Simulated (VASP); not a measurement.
# Sr in VASP: further runs, part 2 of 2

VASP 6.6.1. Earlier steps stand in the parts before.

**3. Single point, r2SCAN**

The input, POSCAR:

```
Sr
1.0
   -2.4106500000      2.4106500000      2.4844403632
    2.4106500000     -2.4106500000      2.4844403632
    2.4106500000      2.4106500000     -2.4844403632
Sr
1
Direct
    0.0000000000      0.0000000000      0.0000000000
```

The input, INCAR.step1:

```
ALGO     = Normal         # electronic algorithm
EDIFF    = 1E-4           # SCF threshold, eV
ENCUT    = 520            # plane-wave cutoff, eV
GGA      = PE             # functional
ISMEAR   = -1             # smearing method
LASPH    = True           # aspherical terms in the spheres
LCHARG   = False          # write CHGCAR
LREAL    = False          # projectors in reciprocal space
LWAVE    = True           # write WAVECAR
NBANDS   = 11             # bands
NELM     = 80             # most SCF steps
PREC     = Accurate       # precision mode
SIGMA    = 0.3            # smearing width, eV
```

The input, INCAR.step2:

```
ALGO     = Normal         # electronic algorithm
EDIFF    = 1E-6           # SCF threshold, eV
ENCUT    = 520            # plane-wave cutoff, eV
ISIF     = 2              # what is computed and relaxed
ISMEAR   = -1             # smearing method
ISTART   = 1            
LASPH    = True           # aspherical terms in the spheres
LCHARG   = False          # write CHGCAR
LMIXTAU  = True         
LREAL    = False          # projectors in reciprocal space
LWAVE    = False          # write WAVECAR
METAGGA  = R2SCAN         # meta-GGA
NBANDS   = 11             # bands
NELM     = 80             # most SCF steps
PREC     = Accurate       # precision mode
SIGMA    = 0.3            # smearing width, eV
```

The input, KPOINTS:

```
k-points
0
Gamma
  10 10 10
```

Potentials or basis: VASP PAW PBE potentials, release 64 (Sr_sv).

Started as:

```console
> cat potpaw_PBE.64/Sr_sv/POTCAR > POTCAR
> cp INCAR.step1 INCAR
> mpirun -np 1 vasp_std > vasp.out
> cp INCAR.step2 INCAR
> mpirun -np 1 vasp_std > vasp.out
```

Wall time 66 s (1 thread of Intel Xeon 6975P-C (Granite Rapids), shared host); peak memory 0.22 GiB.

The run converged. Its results:

```yaml
Free_energy: -15.2860 eV
Pressure: -0.2 GPa
Band_gap_on_the_k_mesh: zero (bands 5 and 6 overlap by 0.23 eV)
```

Stress tensor (GPa, compression positive):
```
-0.15  0.00  0.00
 0.00 -0.15  0.00
 0.00  0.00 -0.24
```

Levels at points of the mesh, in eV from the Fermi level:
```tsv
k point	band 3	band 4	band 5	band 6	band 7	band 8
(0.00, 0.00, 0.00)	-19.26	-19.26	-3.64	2.75	2.75	2.93
(0.50, 0.00, 0.00)	-19.31	-19.26	-0.82	0.15	1.65	3.86
(0.50, 0.50, 0.00)	-19.32	-19.26	-0.76	0.25	1.45	4.09
(0.50, 0.50, 0.50)	-19.38	-19.38	0.05	0.12	3.51	3.95
```

Caveat: so wide a smearing shifts energies and pressures; the PAW data sets were made with another functional, which shifts forces and pressure a little.

**4. Single point, r2SCAN**

The input, POSCAR:

```
Sr
1.0
   -2.4593500000      2.4593500000      2.3870208803
    2.4593500000     -2.4593500000      2.3870208803
    2.4593500000      2.4593500000     -2.3870208803
Sr
1
Direct
    0.0000000000      0.0000000000      0.0000000000
```

The input, INCAR.step1:

```
PREC = Accurate ; ENCUT = 520
ISMEAR = -1 ; SIGMA = 0.3
LREAL = F ; LASPH = T
NELM = 80 ; NBANDS = 11
GGA = PE ; ALGO = Normal
EDIFF = 1E-4 ; LWAVE = T
LCHARG = F
```

The input, INCAR.step2:

```
PREC = Accurate ; ENCUT = 520
EDIFF = 1E-7 ; ISMEAR = -1
SIGMA = 0.3 ; LREAL = F
LASPH = T ; NELM = 80
ALGO = Normal ; ISIF = 2
LWAVE = F ; LCHARG = T
METAGGA = R2SCAN ; LMIXTAU = T
LELF = T ; LVHAR = T
NBANDS = 11 ; ISTART = 1
```

The input, KPOINTS:

```
regular mesh
0
Gamma
  10 10 10
```

Potentials or basis: VASP PAW PBE potentials, release 64 (Sr_sv).

Started as:

```console
> cat potpaw_PBE.64/Sr_sv/POTCAR > POTCAR
> cp INCAR.step1 INCAR
> mpirun -np 1 vasp_std > vasp.out
> cp INCAR.step2 INCAR
> mpirun -np 1 vasp_std > vasp.out
```

OUTCAR:

```text
PREC = Accurate
   ENCUT = 520
   EDIFF = 1E-7
   ISMEAR = -1
   LREAL = F
   LASPH = T
   NELM = 80
   ISIF = 2
   METAGGA = R2SCAN
   ISTART = 1

 ion  position               nearest neighbor table
   1  0.000  0.000  0.000-

  LATTYP: Found a body centered tetragonal cell.
 ALAT       =     4.9187000000
 C/A-ratio  =     0.9705901479

  Lattice vectors:

 A1 = (  -2.4593500000,   2.4593500000,   2.3870208803)
 A2 = (   2.4593500000,  -2.4593500000,   2.3870208803)
[... 513 lines left out ...]
     10       6.2992      0.00000
     11       7.6138      0.00000

 [... further k-points ...]

------------------------ aborting loop because EDIFF is reached ----------------------------------------

  FORCE on cell =-STRESS in cart. coord.  units (eV):
  Direction    XX          YY          ZZ          XY          YZ          ZX
  --------------------------------------------------------------------------------------
  -------------------------------------------------------------------------------------
  Total       -0.0809883     -0.0809883     -0.0324518      0.0000000     -0.0000000      0.0000000
  in kB       -2.2468596     -2.2468596     -0.9003106      0.0000000     -0.0000000      0.0000000
  external PRESSURE =      -1.7980099 kB  Pullay stress =       0.0000000 kB

 VOLUME and BASIS-vectors are now :
 -----------------------------------------------------------------------------
  energy-cutoff  :      520.00
  volume of cell :       57.75
      direct lattice vectors                 reciprocal lattice vectors
    -2.459350000  2.459350000  2.387020880     0.000000000  0.203305752  0.209466119
     2.459350000 -2.459350000  2.387020880     0.203305752  0.000000000  0.209466119
     2.459350000  2.459350000 -2.387020880     0.203305752  0.203305752  0.000000000

 POSITION                                       TOTAL-FORCE (eV/Angst)
 -----------------------------------------------------------------------------------
      0.00000      0.00000      0.00000        -0.000000      0.000000     -0.000000
 -----------------------------------------------------------------------------------
    total drift:                                0.000000      0.000000     -0.000000

  FREE ENERGIE OF THE ION-ELECTRON SYSTEM (eV)
  ---------------------------------------------------
  free  energy   TOTEN  =       -15.2859336392 eV

  energy  without entropy=      -14.9105071300  energy(sigma->0) =      -15.09822038
```

Wall time 70 s (1 thread of Intel Xeon 6975P-C (Granite Rapids), shared host); peak memory 0.22 GiB.

What came out:

```
Free energy            : -15.2859 eV
Pressure               : -0.2 GPa
Band gap on the k mesh : zero (bands 5 and 6 overlap by 0.26 eV)
```

Levels at points of the mesh, in eV from the Fermi level:
| k point | band 2 | band 3 | band 4 | band 5 | band 6 | band 7 | band 8 | band 9 |
| --- | --- | --- | --- | --- | --- | --- | --- | --- |
| (0.00, 0.00, 0.00) | -19.26 | -19.26 | -19.26 | -3.64 | 2.69 | 2.87 | 2.87 | 3.98 |
| (0.50, 0.00, 0.00) | -19.43 | -19.32 | -19.26 | -0.78 | 0.22 | 1.52 | 4.00 | 4.67 |
| (0.50, 0.50, 0.00) | -19.43 | -19.31 | -19.26 | -0.84 | 0.12 | 1.72 | 3.81 | 4.53 |
| (0.50, 0.50, 0.50) | -19.39 | -19.39 | -19.37 | 0.05 | 0.12 | 3.66 | 3.66 | 4.09 |

Caveat: so wide a smearing shifts energies and pressures; the PAW data sets were made with another functional, which shifts forces and pressure a little.

**5. Summary**

```csv
cell,gap on the mesh (eV),pressure (GPa)
"a = 4.218 Å, angles 109.5°, 1 atom",none,-0.2
"a = 4.218 Å, angles 110.3, 110.3, 107.8°, 1 atom",none,-0.2
"a = 4.218 Å, angles 108.7, 108.7, 111.1°, 1 atom",none,-0.2
```

Alike in all rows: task single point; level r2SCAN; potentials or basis VASP PAW PBE potentials, release 64 (Sr_sv); no spin polarisation; k mesh 10 × 10 × 10; cutoff (eV) 520; smearing fermi-dirac 0.3 eV.

Caveats: so wide a smearing shifts energies and pressures; the PAW data sets were made with another functional, which shifts forces and pressure a little.

Absolute energies hang on the potentials; compare differences alone.
